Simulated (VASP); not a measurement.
# AlN (zincblende type) (F-43m) in VASP: a series of runs

AlN (zincblende type) is run at these levels: PBEsol; tasks: single point.

Program: VASP 6.6.1. These are calculated values, not measurements. Logs are shortened: lines on timing, memory, paths and dates and some standing lists are left out, and cuts for length are marked.

### Step 1. The cell of the first run

Symmetry: F-43m, No. 216, cubic system. Conventional cell: a = 3.587 Å, b = 3.587 Å, c = 3.587 Å, α = 90.00°, β = 90.00°, γ = 90.00°. Al (site symmetry -43m) has 4 N at 1.55 Å within 2.1 Å. N (site symmetry -43m) has 4 Al at 1.55 Å within 2.1 Å.

### Step 2. Single point, PBEsol (volume scaled by 0.55)

File INCAR:

```
SYSTEM = AlN
  PREC = Accurate
  ENCUT = 520
  EDIFF = 1E-6
  ISMEAR = -1
  SIGMA = 0.08
  LREAL = .FALSE.
  LASPH = .TRUE.
  NELM = 60
  ALGO = Normal
  ISIF = 2
  LWAVE = .FALSE.
  LCHARG = .FALSE.
  GGA = PS
  NBANDS = 11
```

File KPOINTS:

```
Automatic mesh
0
G
  15 15 15
  0 0 0
```

File POSCAR:

```
AlN
1.0
    0.0000000000      1.7933270855      1.7933270855
    1.7933270855      0.0000000000      1.7933270855
    1.7933270855      1.7933270855      0.0000000000
Al N
1 1
Direct
    0.0000000000      0.0000000000      0.0000000000
    0.2500000000      0.2500000000      0.2500000000
```

Potentials or basis: VASP PAW PBE potentials, release 64 (Al, N).

Launch:

```sh
> cat potpaw_PBE.64/Al/POTCAR potpaw_PBE.64/N/POTCAR > POTCAR
> mpirun -np 1 vasp_std > vasp.out
```

OUTCAR:

```text
SYSTEM = AlN
   PREC = Accurate
   ENCUT = 520
   EDIFF = 1E-6
   ISMEAR = -1
   LREAL = .FALSE.
   LASPH = .TRUE.
   NELM = 60
   ISIF = 2
   GGA = PS

 ion  position               nearest neighbor table
   1  0.000  0.000  0.000-   2 1.55   2 1.55   2 1.55   2 1.55
   2  0.250  0.250  0.250-   1 1.55   1 1.55   1 1.55   1 1.55

  LATTYP: Found a face centered cubic cell.
 ALAT       =     3.5866541710

  Lattice vectors:

 A1 = (   0.0000000000,   1.7933270855,   1.7933270855)
 A2 = (   1.7933270855,   0.0000000000,   1.7933270855)
 A3 = (   1.7933270855,   1.7933270855,   0.0000000000)

Analysis of symmetry for initial positions (statically):
[... 5 lines left out ...]
 face centered cubic supercell.

 Subroutine GETGRP returns: Found 24 space group operations
 (whereof 24 operations were pure point group operations)
 out of a pool of 48 trial point group operations.

The static configuration has the point symmetry T_d .

Analysis of symmetry for dynamics (positions and initial velocities):
[... 5 lines left out ...]
 face centered cubic supercell.

 Subroutine GETGRP returns: Found 24 space group operations
 (whereof 24 operations were pure point group operations)
 out of a pool of 48 trial point group operations.

The dynamic configuration has the point symmetry T_d .

 Subroutine INISYM returns: Found 24 space group operations
 (whereof 24 operations are pure point group operations),
 and found     1 'primitive' translations

----------------------------------------------------------------------------------------

                                     Primitive cell

  volume of cell :      11.5348

  direct lattice vectors                    reciprocal lattice vectors
     0.000000000  1.793327086  1.793327086    -0.278811380  0.278811380  0.278811380
     1.793327086  0.000000000  1.793327086     0.278811380 -0.278811380  0.278811380
     1.793327086  1.793327086  0.000000000     0.278811380  0.278811380 -0.278811380

  length of vectors
     2.536147486  2.536147486  2.536147486     0.482915476  0.482915476  0.482915476

  position of ions in fractional coordinates (direct lattice)
     0.000000000  0.000000000  0.000000000
     0.250000000  0.250000000  0.250000000

  ion indices of the primitive-cell ions
   primitive index   ion index
                 1           1
                 2           2

----------------------------------------------------------------------------------------

 KPOINTS: Automatic mesh

Automatic generation of k-mesh.
 Grid dimensions read from file:
 generate k-points for:   15   15   15

 Generating k-lattice:

  Cartesian coordinates                     Fractional coordinates (reciprocal lattice)
    -0.018587425  0.018587425  0.018587425     0.066666667  0.000000000  0.000000000
     0.018587425 -0.018587425  0.018587425     0.000000000  0.066666667  0.000000000
     0.018587425  0.018587425 -0.018587425     0.000000000  0.000000000  0.066666667

  Length of vectors
     0.032194365  0.032194365  0.032194365

  Shift w.r.t. Gamma in fractional coordinates (k-lattice)
     0.000000000  0.000000000  0.000000000

 Subroutine IBZKPT returns following result:
 ===========================================

 Found    120 irreducible k-points:

 Following reciprocal coordinates:
            Coordinates               Weight
  0.000000  0.000000  0.000000      1.000000
  0.066667  0.000000  0.000000      8.000000
  0.133333  0.000000  0.000000      8.000000
  0.200000  0.000000  0.000000      8.000000
  0.266667  0.000000  0.000000      8.000000
  0.333333  0.000000  0.000000      8.000000
[... 16 lines left out ...]
  0.133333  0.133333  0.000000      6.000000
  0.200000  0.133333  0.000000     24.000000
 [... further k-points ...]
   k-points           NKPTS =    120   k-points in BZ     NKDIM =    120   number of bands    NBANDS=     11
   number of dos      NEDOS =    301   number of ions     NIONS =      2
   total plane-waves  NPLWV =   8000
   dimension x,y,z NGX =    20 NGY =   20 NGZ =   20
   dimension x,y,z NGXF=    40 NGYF=   40 NGZF=   40
   ions per type =               1   1
   NGX,Y,Z   is equivalent  to a cutoff of  13.11, 13.11, 13.11 a.u.
   NGXF,Y,Z  is equivalent  to a cutoff of  26.22, 26.22, 26.22 a.u.
 SYSTEM =  AlN
   PREC   = accura    normal or accurate (medium, high low for compatibility)
   ISTART =      0    job   : 0-new  1-cont  2-samecut
   ICHARG =      2    charge: 1-file 2-atom 10-const
   ISPIN  =      1    spin polarized calculation?
   LNONCOLLINEAR =      F non collinear calculations
   LSORBIT =      F    spin-orbit coupling
   LASPH  =      T    aspherical Exc in radial PAW
   ENCUT  =  520.0 eV  38.22 Ry    6.18 a.u.   4.72  4.72  4.72*2*pi/ulx,y,z
   NELM   =     60;   NELMIN=  2; NELMDL= -5     # of ELM steps
   EDIFF  = 0.1E-05   stopping-criterion for ELM
   LREAL  =      F    real-space projection
   EDIFFG = 0.1E-04   stopping-criterion for IOM
   NSW    =      0    number of steps for IOM
   IBRION =     -1    ionic relax: 0-MD 1-quasi-New 2-CG
   NFREE  =      0    steps in history (QN), initial steepest desc. (CG)
   ISIF   =      2    stress and relaxation
   ISYM   =      2    0-nonsym 1-usesym 2-fastsym
   POTIM  = 0.5000    time-step for ionic-motion
   TEBEG  =    0.0;   TEEND  =   0.0 temperature during run
   PSTRESS=    0.0 pullay stress
   NELECT =       8.0000    total number of electrons
   NUPDOWN=      -1.0000    fix difference up-down
   EMIN   =  10.00;   EMAX   =-10.00  energy-range for DOS
   EFERMI =   0.00;   METHOD = LEGACY
   ISMEAR =    -1;   SIGMA  =   0.08  broadening in eV -4-tet -1-fermi 0-gaus
   EFERMI_NEDOS =   21; number of points for ismear=-14 and -15
   IALGO  =     38    algorithm
   IMIX   =      4    mixing-type and parameters
     AMIX     =   0.40;   BMIX     =  1.00
     AMIX_MAG =   1.60;   BMIX_MAG =  1.00
  volume/ion in A,a.u.               =       5.77        38.92
  Fermi-wavevector in a.u.,A,eV,Ry     =   1.449112  2.738425 28.571227  2.099926
  Thomas-Fermi vector in A             =   2.566876
   LORBIT       =      0    0 simple, 1 ext, 2 COOP (PROOUT), +10 PAW based schemes
   GGA     = PS    functional components
   LHFCALC =     F    Hartree Fock is set to
   AEXX    =    0.0000 exact exchange contribution
   IVDW    =     0    specifies the selected vdW correction
   LEPSILON=     F    determine dielectric tensor
   LRPA    =     F    only Hartree local field effects (RPA)
 non-spin polarized calculation
  energy-cutoff  :      520.00
  volume of cell :       11.53
 maximum number of plane-waves:       331
   NGX =  9   NGY =  9   NGZ =  9

 number of electron       7.9999998 magnetization

 Free energy of the ion-electron system (eV)
  ---------------------------------------------------
  ext. energy  EPLUGINS =         0.00000000
  ---------------------------------------------------
  free energy    TOTEN  =        -8.74448508 eV

  energy without entropy =       -8.74448508  energy(sigma->0) =       -8.74448508

 E-fermi :  14.7277     XC(G=0): -13.9960

 val. band max:       13.1051455234   @ k =  -0.1333   0.1333   0.0000
 cond. band min:      16.3338084823   @ k =   0.4667   0.4667   0.0000
 fundamental gap:      3.2286629589
 Fermi energy:        14.7277463025

 k-point     1 :       0.0000    0.0000    0.0000
  band No.  band energies     occupation
      1      -6.0497      2.00000
      2      13.0324      2.00000
      3      13.0324      2.00000
      4      13.0324      2.00000
      5      23.5964      0.00000
      6      32.5439      0.00000
      7      32.5439      0.00000
      8      32.5439      0.00000
      9      35.9558      0.00000
     10      35.9558      0.00000
     11      39.2971      0.00000

 k-point     2 :       0.0667    0.0000    0.0000
  band No.  band energies     occupation
      1      -5.9285      2.00000
      2      12.6148      2.00000
      3      13.0138      2.00000
      4      13.0138      2.00000
      5      23.8464      0.00000
      6      32.2605      0.00000
      7      32.5853      0.00000
      8      32.5853      0.00000
      9      35.1075      0.00000
     10      35.1075      0.00000
     11      38.7204      0.00000

 k-point     3 :       0.1333    0.0000    0.0000
  band No.  band energies     occupation
      1      -5.5702      2.00000
      2      11.5120      2.00000
      3      12.9615      2.00000
      4      12.9615      2.00000
      5      24.4250      0.00000
      6      31.5375      0.00000
      7      32.2187      0.00000
      8      32.2187      0.00000
      9      34.4818      0.00000
     10      34.4818      0.00000
     11      38.1269      0.00000

 k-point     4 :       0.2000    0.0000    0.0000
  band No.  band energies     occupation
      1      -4.9892      2.00000
      2      10.0096      2.00000
      3      12.8855      2.00000
      4      12.8855      2.00000
      5      25.0241      0.00000
      6      30.6175      0.00000
      7      31.1195      0.00000
      8      31.1195      0.00000
      9      35.1317      0.00000
     10      35.1317      0.00000
     11      38.0912      0.00000

 k-point     5 :       0.2667    0.0000    0.0000
  band No.  band energies     occupation
      1      -4.2149      2.00000
      2       8.3430      2.00000
      3      12.7994      2.00000
      4      12.7994      2.00000
      5      25.4696      0.00000
      6      29.6627      0.00000
      7      30.0123      0.00000
      8      30.0123      0.00000
      9      36.4222      0.00000
     10      36.4222      0.00000
     11      38.6467      0.00000
[... 211 lines left out ...]
 k-point    21 :      -0.1333    0.0667    0.0000
  band No.  band energies     occupation
      1      -5.2959      2.00000
      2      10.9519      2.00000
      3      12.5624      2.00000
      4      13.0764      2.00000
      5      24.7339      0.00000
      6      30.6785      0.00000
      7      31.4015      0.00000
      8      32.2777      0.00000
      9      33.7811      0.00000
     10      35.8894      0.00000
     11      38.8971      0.00000

 k-point    22 :      -0.0667    0.0667    0.0000
  band No.  band energies     occupation
      1      -5.7285      2.00000
      2      12.0876      2.00000
      3      12.7802      2.00000
      4      13.0727      2.00000
      5      24.1906      0.00000
      6      31.6735      0.00000
      7      32.3801      0.00000
      8      32.6814      0.00000
      9      33.7873      0.00000
     10      35.3915      0.00000
     11      39.4203      0.00000

 k-point    23 :       0.1333    0.1333    0.0000
  band No.  band energies     occupation
      1      -5.4112      2.00000
      2      11.7507      2.00000
      3      12.5878      2.00000
      4      12.5878      2.00000
      5      24.3392      0.00000
      6      29.4420      0.00000
      7      32.7055      0.00000
      8      33.3730      0.00000
      9      33.3730      0.00000
     10      36.7652      0.00000
     11      40.7009      0.00000

 k-point    24 :       0.2000    0.1333    0.0000
  band No.  band energies     occupation
      1      -4.9846      2.00000
      2      10.8065      2.00000
      3      12.3989      2.00000
      4      12.5076      2.00000
      5      24.2650      0.00000
      6      28.4751      0.00000
      7      32.3246      0.00000
      8      33.3615      0.00000
      9      33.9143      0.00000
     10      37.0588      0.00000
     11      40.4210      0.00000

 [... further k-points ...]
[... 5 lines left out ...]
  --------------------------------------------------------------------------------------
  -------------------------------------------------------------------------------------
  Total       27.1105535     27.1105535     27.1105535      0.0000000      0.0000000      0.0000000
  in kB     3765.6542915   3765.6542915   3765.6542915      0.0000000      0.0000000      0.0000000
  external PRESSURE =    3765.6542915 kB  Pullay stress =       0.0000000 kB

 VOLUME and BASIS-vectors are now :
 -----------------------------------------------------------------------------
  energy-cutoff  :      520.00
  volume of cell :       11.53
      direct lattice vectors                 reciprocal lattice vectors
     0.000000000  1.793327086  1.793327086    -0.278811380  0.278811380  0.278811380
     1.793327086  0.000000000  1.793327086     0.278811380 -0.278811380  0.278811380
     1.793327086  1.793327086  0.000000000     0.278811380  0.278811380 -0.278811380

 POSITION                                       TOTAL-FORCE (eV/Angst)
 -----------------------------------------------------------------------------------
      0.00000      0.00000      0.00000         0.000000     -0.000000     -0.000000
      0.89666      0.89666      0.89666        -0.000000      0.000000      0.000000
 -----------------------------------------------------------------------------------
    total drift:                                0.000000      0.000000     -0.000000

  FREE ENERGIE OF THE ION-ELECTRON SYSTEM (eV)
  ---------------------------------------------------
  free  energy   TOTEN  =        -8.7444850758 eV

  energy  without entropy=       -8.7444850757  energy(sigma->0) =       -8.74448508
```

Run time: 16 s. Hardware: 1 thread of Intel Xeon Platinum 8488C (Sapphire Rapids), shared host; peak memory 0.12 GiB.

Results:

```yaml
Free_energy: -8.7445 eV
Pressure: 376.6 GPa
Band_gap_on_the_k_mesh: 3.23 eV, indirect (least direct gap 5.49 eV)
```

Caveat: the PAW data sets were made with another functional, which shifts forces and pressure a little. A k mesh can miss the band edges.

### Step 3. Single point, PBEsol (volume scaled by 0.64)

File INCAR:

```
PREC = Accurate
ENCUT = 520
EDIFF = 1E-7
ISMEAR = -1
SIGMA = 0.08
LREAL = False
LASPH = True
NELM = 60
ALGO = Normal
ISIF = 2
LWAVE = False
LCHARG = False
GGA = PS
NBANDS = 11
```

File KPOINTS:

```
Automatic mesh
0
Gamma
  15 15 15
```

File POSCAR:

```
AlN
1.0
    0.0000000000      1.8862471766      1.8862471766
    1.8862471766      0.0000000000      1.8862471766
    1.8862471766      1.8862471766      0.0000000000
Al N
1 1
Direct
    0.0000000000      0.0000000000      0.0000000000
    0.2500000000      0.2500000000      0.2500000000
```

Potentials or basis: VASP PAW PBE potentials, release 64 (Al, N).

Launch:

```sh
> cat potpaw_PBE.64/Al/POTCAR potpaw_PBE.64/N/POTCAR > POTCAR
> mpirun -np 1 vasp_std > vasp.out
```

It took 16 s on 1 thread of Intel Xeon Platinum 8488C (Sapphire Rapids), shared host; peak memory 0.13 GiB.

The run converged. Its results:

- Free energy: -12.1225 eV
- Pressure: 212.0 GPa
- Band gap on the k mesh: 3.32 eV, indirect (least direct gap 5.49 eV)

Levels at points of the mesh, in eV from the valence-band top:
```tsv
k point	band 2	band 3	band 4	band 5	band 6	band 7
(0.00, 0.00, 0.00)	-0.02	-0.02	-0.02	8.63	17.43	17.43
```

Caveat: the PAW data sets were made with another functional, which shifts forces and pressure a little. A k mesh can miss the band edges.

[end of part 1 of 2]
